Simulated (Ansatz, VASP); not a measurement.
## Bi in VASP and in Ansatz

File INCAR:

```
PREC = Accurate
ENCUT = 520
EDIFF = 1E-6
ISMEAR = -1
SIGMA = 0.05
LREAL = F
LASPH = T
NELM = 80
ALGO = Fast
ISIF = 2
LWAVE = F
LCHARG = F
GGA = PE
NBANDS = 38
```

KPOINTS

```
Automatic mesh
0
Gamma
  6 6 4
```

The input POSCAR:

```
Bi
1.0
    4.5633158640      0.0000000000      0.0000000000
    0.0000000000      4.4339873756      0.0000000000
   -0.3389107918      0.0000000000      6.3790138673
Bi
4
Direct
    0.2513749200      0.2500000000      0.7487333800
    0.7486250800      0.7500000000      0.2512666200
    0.2498876900      0.2500000000      0.2488803300
    0.7501123100      0.7500000000      0.7511196700
```

Contents of input.yaml:

```yaml
crystal:
  lattice:
    - [4.563315864, 0.0, 0.0]
    - [0.0, 4.4339873756, 0.0]
    - [-0.3389107918, 0.0, 6.3790138673]
  atoms:
    - { symbol: Bi, position: [0.25137492, 0.25, 0.74873338] }
    - { symbol: Bi, position: [0.74862508, 0.75, 0.25126662] }
    - { symbol: Bi, position: [0.24988769, 0.25, 0.24888033] }
    - { symbol: Bi, position: [0.75011231, 0.75, 0.75111967] }
hamiltonian:
  xc: pbe
  pseudopotentials: { kind: paw }
kpoints:
  mp_grid: { grid: [6, 6, 4] }
scf:
  occupations: { method: fermi_dirac, width: 0.05 }
output:
  forces: true
  stress: true
  eigenvalues: true
```

Alike in both runs: task single point; functional PBE; k mesh 6 × 6 × 4; occupations fermi-dirac, width 0.05 eV; no spin polarisation.

|  | VASP | Ansatz |
| --- | --- | --- |
| version | VASP 6.6.1 | Ansatz 0.2.0 |
| potentials or method | VASP PAW PBE potentials, release 64 (Bi_d) | Ansatz PAW |
| plane-wave cutoff (eV) | 520 | 420 |
| valence electrons in the cell | 60 | 60 |

|  | VASP | Ansatz | Ansatz less VASP |
| --- | --- | --- | --- |
| gap on the k mesh at the Fermi level (eV) | none | none | - |
| pressure (GPa) | 4.8 | 4.8 | +0.02 |
| traceless stress, the component that is largest in VASP (GPa) | 0.90 | 0.90 | 0.000 |
| rms of the force components (eV/Å) | 0.006 | 0.006 | -0.0001 |

Atom by atom the forces differ by 0.000 eV/Å (rms over components). A gap of «none» marks a metal or a gap that the smearing closes.

Neither program's run includes spin-orbit coupling.
